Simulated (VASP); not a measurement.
# ZrGeF (P4/nmm) in VASP: settings compared

Aim: see how the results for ZrGeF move with the level of theory and the settings. Levels: PBE, LDA. Tasks: single point.

Everything below comes from runs of VASP 6.6.1. Logs are shortened: lines on timing, memory, paths and dates and some standing lists are left out, and cuts for length are marked.

## Step 1: The cell of the first run

Symmetry: P4/nmm, No. 129, tetragonal system. The conventional cell has a = 3.400 Å, b = 3.400 Å, c = 7.634 Å, α = 90.00°, β = 90.00°, γ = 90.00°. Zr (site symmetry 4mm) has 4 Ge at 2.52 Å and 5 F at 2.61 to 2.89 Å and 4 Zr at 3.40 Å within 3.4 Å. Within 3.4 Å of F (site symmetry 4mm) lie 5 Zr at 2.61 to 2.89 Å and 8 F at 3.05 to 3.40 Å and 4 Ge at 3.34 Å. Within 3.2 Å of Ge (site symmetry -4m2) lie 4 Ge at 2.40 Å and 4 Zr at 2.52 Å.

## Step 2: Single point, PBE

Input file INCAR:

```
SYSTEM = ZrGeF
PREC = Accurate
ENCUT = 520
EDIFF = 1E-7
ISMEAR = -1
SIGMA = 0.1
LREAL = .False.
LASPH = .True.
NELM = 80
ALGO = Normal
ISIF = 2
LWAVE = .False.
LCHARG = .False.
GGA = PE
NBANDS = 42
```

Input file KPOINTS:

```
Automatic mesh
0
Gamma
  5 5 3
  0 0 0
```

Input file POSCAR:

```
ZrGeF
1.0
    3.3999840000      0.0000000000      0.0000000000
    0.0000000000      3.3999840000      0.0000000000
    0.0000000000      0.0000000000      7.6344290000
Zr F Ge
2 2 2
Direct
    0.0000000000      0.5000000000      0.2440000000
    0.5000000000      0.0000000000      0.7560000000
    0.0000000000      0.5000000000      0.6230000000
    0.5000000000      0.0000000000      0.3770000000
    0.0000000000      0.0000000000      0.0000000000
    0.5000000000      0.5000000000      0.0000000000
```

Potentials or basis: VASP PAW PBE potentials, release 64 (Zr_sv, F, Ge_d).

Started as:

```sh
$ cat potpaw_PBE.64/Zr_sv/POTCAR potpaw_PBE.64/F/POTCAR potpaw_PBE.64/Ge_d/POTCAR > POTCAR
$ mpirun -np 1 vasp_std > vasp.out
```

OUTCAR:

```text
SYSTEM = ZrGeF
   PREC = Accurate
   ENCUT = 520
   EDIFF = 1E-7
   ISMEAR = -1
   LREAL = .False.
   LASPH = .True.
   NELM = 80
   ISIF = 2
   GGA = PE

 ion  position               nearest neighbor table
   1  0.000  0.500  0.244-   5 2.52   6 2.52   5 2.52   6 2.52   4 2.61   4 2.61   4 2.61   4 2.61
                             3 2.89
   2  0.500  0.000  0.756-   5 2.52   6 2.52   6 2.52   5 2.52   3 2.61   3 2.61   3 2.61   3 2.61
                             4 2.89
   3  0.000  0.500  0.623-   2 2.61   2 2.61   2 2.61   2 2.61   1 2.89
   4  0.500  0.000  0.377-   1 2.61   1 2.61   1 2.61   1 2.61   2 2.89
   5  0.000  0.000  0.000-   6 2.40   6 2.40   6 2.40   6 2.40   2 2.52   2 2.52   1 2.52   1 2.52

   6  0.500  0.500  0.000-   5 2.40   5 2.40   5 2.40   5 2.40   2 2.52   1 2.52   1 2.52   2 2.52

  LATTYP: Found a simple tetragonal cell.
 ALAT       =     3.3999840000
 C/A-ratio  =     2.2454308609

  Lattice vectors:

 A1 = (   3.3999840000,   0.0000000000,   0.0000000000)
 A2 = (   0.0000000000,   3.3999840000,   0.0000000000)
 A3 = (   0.0000000000,   0.0000000000,   7.6344290000)

Analysis of symmetry for initial positions (statically):
=====================================================================
 Subroutine PRICEL returns:
 Original cell was already a primitive cell.

 Routine SETGRP: Setting up the symmetry group for a
 simple tetragonal supercell.

 Subroutine GETGRP returns: Found 16 space group operations
 (whereof  8 operations were pure point group operations)
 out of a pool of 16 trial point group operations.

The static configuration has the point symmetry D_2d.
 The point group associated with its full space group is D_4h.

Analysis of symmetry for dynamics (positions and initial velocities):
=====================================================================
 Subroutine PRICEL returns:
 Original cell was already a primitive cell.

 Routine SETGRP: Setting up the symmetry group for a
 simple tetragonal supercell.

 Subroutine GETGRP returns: Found 16 space group operations
 (whereof  8 operations were pure point group operations)
 out of a pool of 16 trial point group operations.

The dynamic configuration has the point symmetry D_2d.
 The point group associated with its full space group is D_4h.

[... 91 lines left out ...]
   ENCUT  =  520.0 eV  38.22 Ry    6.18 a.u.   6.32  6.32 14.19*2*pi/ulx,y,z
   NELM   =     80;   NELMIN=  2; NELMDL= -5     # of ELM steps
   EDIFF  = 0.1E-06   stopping-criterion for ELM
   LREAL  =      F    real-space projection
   EDIFFG = 0.1E-05   stopping-criterion for IOM
   NSW    =      0    number of steps for IOM
   IBRION =     -1    ionic relax: 0-MD 1-quasi-New 2-CG
   NFREE  =      0    steps in history (QN), initial steepest desc. (CG)
   ISIF   =      2    stress and relaxation
   ISYM   =      2    0-nonsym 1-usesym 2-fastsym
   POTIM  = 0.5000    time-step for ionic-motion
   TEBEG  =    0.0;   TEEND  =   0.0 temperature during run
   PSTRESS=    0.0 pullay stress
   NELECT =      66.0000    total number of electrons
   NUPDOWN=      -1.0000    fix difference up-down
   EMIN   =  10.00;   EMAX   =-10.00  energy-range for DOS
   EFERMI =   0.00;   METHOD = LEGACY
   ISMEAR =    -1;   SIGMA  =   0.10  broadening in eV -4-tet -1-fermi 0-gaus
   EFERMI_NEDOS =   21; number of points for ismear=-14 and -15
   IALGO  =     38    algorithm
   IMIX   =      4    mixing-type and parameters
     AMIX     =   0.40;   BMIX     =  1.00
     AMIX_MAG =   1.60;   BMIX_MAG =  1.00
  volume/ion in A,a.u.               =      14.71        99.26
  Fermi-wavevector in a.u.,A,eV,Ry     =   1.485979  2.808093 30.043486  2.208134
  Thomas-Fermi vector in A             =   2.599323
   LORBIT       =      0    0 simple, 1 ext, 2 COOP (PROOUT), +10 PAW based schemes
   GGA     = PE    functional components
   LHFCALC =     F    Hartree Fock is set to
   AEXX    =    0.0000 exact exchange contribution
   IVDW    =     0    specifies the selected vdW correction
   LEPSILON=     F    determine dielectric tensor
   LRPA    =     F    only Hartree local field effects (RPA)
 non-spin polarized calculation
  energy-cutoff  :      520.00
  volume of cell :       88.25
 maximum number of plane-waves:      2389
 NGX is ok and might be reduce to    28
   NGX = 13   NGY = 13   NGZ = 29

 number of electron      65.9999993 magnetization

 Free energy of the ion-electron system (eV)
  ---------------------------------------------------
  ext. energy  EPLUGINS =         0.00000000
  ---------------------------------------------------
  free energy    TOTEN  =       -35.28931756 eV

  energy without entropy =      -35.15964537  energy(sigma->0) =      -35.22448147

 E-fermi :   9.3851     XC(G=0): -11.3974

 val. band max:        9.2776755281   @ k =   0.2000   0.0000   0.0000
 cond. band min:       9.3998424160   @ k =   0.4000   0.4000   0.3333
 fundamental gap:      0.1221668879
 Fermi energy:         9.3850780059

 k-point     1 :       0.0000    0.0000    0.0000
  band No.  band energies     occupation
      1     -40.2523      2.00000
      2     -40.2485      2.00000
      3     -18.6435      2.00000
      4     -18.5318      2.00000
      5     -18.2825      2.00000
      6     -18.2825      2.00000
[... 529 lines left out ...]
     41      13.2730      0.00000
     42      14.7381      0.00000

------------------------ aborting loop because EDIFF is reached ----------------------------------------

  FORCE on cell =-STRESS in cart. coord.  units (eV):
  Direction    XX          YY          ZZ          XY          YZ          ZX
  --------------------------------------------------------------------------------------
  -------------------------------------------------------------------------------------
  Total       13.8422209     13.8422209     20.2150638      0.0000000      0.0000000      0.0000000
  in kB      251.2962748    251.2962748    366.9909803      0.0000000      0.0000000      0.0000000
  external PRESSURE =     289.8611766 kB  Pullay stress =       0.0000000 kB

 VOLUME and BASIS-vectors are now :
 -----------------------------------------------------------------------------
  energy-cutoff  :      520.00
  volume of cell :       88.25
      direct lattice vectors                 reciprocal lattice vectors
     3.399984000  0.000000000  0.000000000     0.294119031  0.000000000  0.000000000
     0.000000000  3.399984000  0.000000000     0.000000000  0.294119031  0.000000000
     0.000000000  0.000000000  7.634429000     0.000000000  0.000000000  0.130985566

 POSITION                                       TOTAL-FORCE (eV/Angst)
 -----------------------------------------------------------------------------------
      0.00000      1.69999      1.86280        -0.000000      0.000000      6.095366
      1.69999      0.00000      5.77163         0.000000      0.000000     -6.095366
      0.00000      1.69999      4.75625         0.000000      0.000000     -0.342474
      1.69999      0.00000      2.87818        -0.000000      0.000000      0.342474
      0.00000      0.00000      0.00000         0.000000      0.000000     -0.000000
      1.69999      1.69999      0.00000        -0.000000     -0.000000     -0.000000
 -----------------------------------------------------------------------------------
    total drift:                                0.000000      0.000000      0.000000

  FREE ENERGIE OF THE ION-ELECTRON SYSTEM (eV)
  ---------------------------------------------------
  free  energy   TOTEN  =       -35.2893175642 eV

  energy  without entropy=      -35.1596453682  energy(sigma->0) =      -35.22448147
```

stdout:

```text
POSCAR found type information on POSCAR ZrF Ge
 POSCAR found :  3 types and       6 ions
 scaLAPACK will be used
 LDA part: xc-table for (Slater+PW92), standard interpolation
 POSCAR, INCAR and KPOINTS ok, starting setup
 FFT: planning ... GRIDC
 FFT: planning ... GRID_SOFT
 FFT: planning ... GRID
 WAVECAR not read
 entering main loop
```

Run time: 100 s. Hardware: 1 thread of Intel Xeon 8259CL, shared host; peak memory 0.22 GiB.

Results:

```
Free energy            : -35.2893 eV
Pressure               : 29.0 GPa
Largest force          : 6.095 eV/Å
Band gap on the k mesh : zero (bands 33 and 34 overlap by 0.88 eV)
```

Forces in eV/Å, atoms in the order of the input:
```
Zr   0.000  0.000  6.095
Zr   0.000  0.000 -6.095
F    0.000  0.000 -0.342
F    0.000  0.000  0.342
Ge   0.000  0.000  0.000
Ge   0.000  0.000  0.000
```

Levels at points of the mesh, in eV from the Fermi level:
```csv
k point,band 30,band 31,band 32,band 33,band 34,band 35,band 36,band 37
"(0.00, 0.00, 0.00)",-3.86,-3.86,-2.95,-0.91,-0.47,1.04,1.04,1.61
```

Caveat: the k points lie up to 0.37 Å⁻¹ apart, too coarse for converged energies and pressures of a metal; forces of over 1 eV/Å act on the atoms, so gaps and moduli don't describe the material at rest.

## Step 3: Single point, LDA

Input file INCAR:

```
PREC     = Accurate       # precision mode
ENCUT    = 520            # plane-wave cutoff, eV
EDIFF    = 1E-6           # SCF threshold, eV
ISMEAR   = -1             # smearing method
SIGMA    = 0.1            # smearing width, eV
LREAL    = False          # projectors in reciprocal space
LASPH    = True           # aspherical terms in the spheres
NELM     = 80             # most SCF steps
ALGO     = Normal         # electronic algorithm
ISIF     = 2              # what is computed and relaxed
LWAVE    = False          # write WAVECAR
LCHARG   = True           # write CHGCAR
LELF     = True           # ELF
LVHAR    = True         
NBANDS   = 42             # bands
```

Input file KPOINTS:

```
regular mesh
0
Gamma
  5 5 3
```

POSCAR is that of step 2.

Potentials or basis: VASP PAW LDA potentials, release 64 (Zr_sv, F, Ge_d).

Started as:

```sh
$ cat potpaw_LDA.64/Zr_sv/POTCAR potpaw_LDA.64/F/POTCAR potpaw_LDA.64/Ge_d/POTCAR > POTCAR
$ mpirun -np 1 vasp_std > vasp.out
```

Wall time 91 s (1 thread of Intel Xeon 8259CL, shared host); peak memory 0.19 GiB.

Results (log left out):

- Free energy: -40.1309 eV
- Pressure: 19.6 GPa
- Largest force: 5.804 eV/Å
- Band gap on the k mesh: zero (bands 33 and 34 overlap by 0.83 eV)

Forces on the atoms (eV/Å):
```
Zr   0.000  0.000  5.804
Zr   0.000  0.000 -5.804
F    0.000  0.000 -0.127
F    0.000  0.000  0.127
Ge   0.000  0.000  0.000
Ge   0.000  0.000  0.000
```

Stress tensor (GPa, compression positive):
```
15.87  0.00  0.00
 0.00 15.87  0.00
 0.00  0.00 27.15
```

Levels at points of the mesh, in eV from the Fermi level:
```csv
k point,band 29,band 30,band 31,band 32,band 33,band 34,band 35,band 36,band 37,band 38
"(0.00, 0.00, 0.00)",-4.13,-3.83,-3.83,-2.91,-0.94,-0.43,1.08,1.08,1.46,2.11
```

Caveat: the k points lie up to 0.37 Å⁻¹ apart, too coarse for converged energies and pressures of a metal; forces of over 1 eV/Å act on the atoms, so gaps and moduli don't describe the material at rest.

## Step 4: Single point, PBE

Input file INCAR:

```
PREC = Accurate
ENCUT = 520
EDIFF = 1E-7
ISMEAR = -1
SIGMA = 0.1
LREAL = F
LASPH = T
NELM = 80
ALGO = Normal
ISIF = 2
LWAVE = F
LCHARG = T
GGA = PE
LELF = T
LVHAR = T
NBANDS = 42
```

Input file KPOINTS:

```
Automatic mesh
0
Gamma
  5 5 3
```

POSCAR is that of step 3.

Potentials or basis: VASP PAW PBE potentials, release 64 (Zr_sv, F, Ge_d).

Started as:

```sh
$ cat potpaw_PBE.64/Zr_sv/POTCAR potpaw_PBE.64/F/POTCAR potpaw_PBE.64/Ge_d/POTCAR > POTCAR
$ mpirun -np 1 vasp_std > vasp.out
```

OUTCAR:

```text
PREC = Accurate
   ENCUT = 520
   EDIFF = 1E-7
   ISMEAR = -1
   LREAL = F
   LASPH = T
   NELM = 80
   ISIF = 2
   GGA = PE

 ion  position               nearest neighbor table
   1  0.000  0.500  0.244-   5 2.52   6 2.52   5 2.52   6 2.52   4 2.61   4 2.61   4 2.61   4 2.61
                             3 2.89
   2  0.500  0.000  0.756-   5 2.52   6 2.52   6 2.52   5 2.52   3 2.61   3 2.61   3 2.61   3 2.61
                             4 2.89
   3  0.000  0.500  0.623-   2 2.61   2 2.61   2 2.61   2 2.61   1 2.89
   4  0.500  0.000  0.377-   1 2.61   1 2.61   1 2.61   1 2.61   2 2.89
[... 737 lines left out ...]
  -------------------------------------------------------------------------------------
  Total       13.8422209     13.8422209     20.2150638      0.0000000      0.0000000      0.0000000
  in kB      251.2962748    251.2962748    366.9909803      0.0000000      0.0000000      0.0000000
  external PRESSURE =     289.8611766 kB  Pullay stress =       0.0000000 kB

 VOLUME and BASIS-vectors are now :
 -----------------------------------------------------------------------------
  energy-cutoff  :      520.00
  volume of cell :       88.25
      direct lattice vectors                 reciprocal lattice vectors
     3.399984000  0.000000000  0.000000000     0.294119031  0.000000000  0.000000000
     0.000000000  3.399984000  0.000000000     0.000000000  0.294119031  0.000000000
     0.000000000  0.000000000  7.634429000     0.000000000  0.000000000  0.130985566

 POSITION                                       TOTAL-FORCE (eV/Angst)
 -----------------------------------------------------------------------------------
      0.00000      1.69999      1.86280        -0.000000      0.000000      6.095366
      1.69999      0.00000      5.77163         0.000000      0.000000     -6.095366
      0.00000      1.69999      4.75625         0.000000      0.000000     -0.342474
      1.69999      0.00000      2.87818        -0.000000      0.000000      0.342474
      0.00000      0.00000      0.00000         0.000000      0.000000     -0.000000
      1.69999      1.69999      0.00000        -0.000000     -0.000000     -0.000000
 -----------------------------------------------------------------------------------
    total drift:                                0.000000      0.000000      0.000000

  FREE ENERGIE OF THE ION-ELECTRON SYSTEM (eV)
  ---------------------------------------------------
  free  energy   TOTEN  =       -35.2893175642 eV

  energy  without entropy=      -35.1596453682  energy(sigma->0) =      -35.22448147
```

OSZICAR:

```text
N       E                     dE             d eps       ncg     rms          rms(c)
DAV:   1     0.863918771725E+03    0.86392E+03   -0.32474E+04  1328   0.358E+03
DAV:   2     0.114344382428E+03   -0.74957E+03   -0.71094E+03  1048   0.901E+02
DAV:   3    -0.270282338910E+02   -0.14137E+03   -0.13686E+03  1294   0.233E+02
DAV:   4    -0.394328596134E+02   -0.12405E+02   -0.12295E+02  1548   0.731E+01
DAV:   5    -0.399112606122E+02   -0.47840E+00   -0.47778E+00  1544   0.119E+01    0.238E+01
DAV:   6    -0.353040908368E+02    0.46072E+01   -0.15846E+01  1566   0.788E+01    0.840E+00
DAV:   7    -0.353043855977E+02   -0.29476E-03   -0.23116E+00  1400   0.965E+00    0.386E+00
DAV:   8    -0.352858557395E+02    0.18530E-01   -0.17060E-01  1638   0.474E+00    0.148E+00
DAV:   9    -0.352887029270E+02   -0.28472E-02   -0.29529E-02  1280   0.108E+00    0.242E-01
DAV:  10    -0.352891393276E+02   -0.43640E-03   -0.40580E-03  1590   0.867E-01    0.904E-02
DAV:  11    -0.352893110425E+02   -0.17171E-03   -0.46307E-04  1400   0.185E-01    0.220E-02
DAV:  12    -0.352893144290E+02   -0.33865E-05   -0.66966E-05  1336   0.760E-02    0.943E-03
DAV:  13    -0.352893169460E+02   -0.25170E-05   -0.98194E-06  1424   0.264E-02    0.422E-03
DAV:  14    -0.352893176618E+02   -0.71577E-06   -0.19209E-06  1184   0.117E-02    0.182E-03
DAV:  15    -0.352893175642E+02    0.97565E-07   -0.47038E-07  1152   0.653E-03
   1 F= -.35289318E+02 E0= -.35224481E+02  d E =-.129672E+00
```

It took 2 min on 1 thread of Intel Xeon 8259CL, shared host; peak memory 0.22 GiB.

Results:

- Free energy: -35.2893 eV
- Pressure: 29.0 GPa
- Largest force: 6.095 eV/Å
- Band gap on the k mesh: zero (bands 33 and 34 overlap by 0.88 eV)

Forces on the atoms (eV/Å):
```
Zr   0.000  0.000  6.095
Zr   0.000  0.000 -6.095
F    0.000  0.000 -0.342
F    0.000  0.000  0.342
Ge   0.000  0.000  0.000
Ge   0.000  0.000  0.000
```

Stress tensor (GPa, compression positive):
```
25.13  0.00  0.00
 0.00 25.13  0.00
 0.00  0.00 36.70
```

Caveat: the k points lie up to 0.37 Å⁻¹ apart, too coarse for converged energies and pressures of a metal; forces of over 1 eV/Å act on the atoms, so gaps and moduli don't describe the material at rest.

The gap in the log of VASP goes by the Fermi energy; the results here count the filled bands.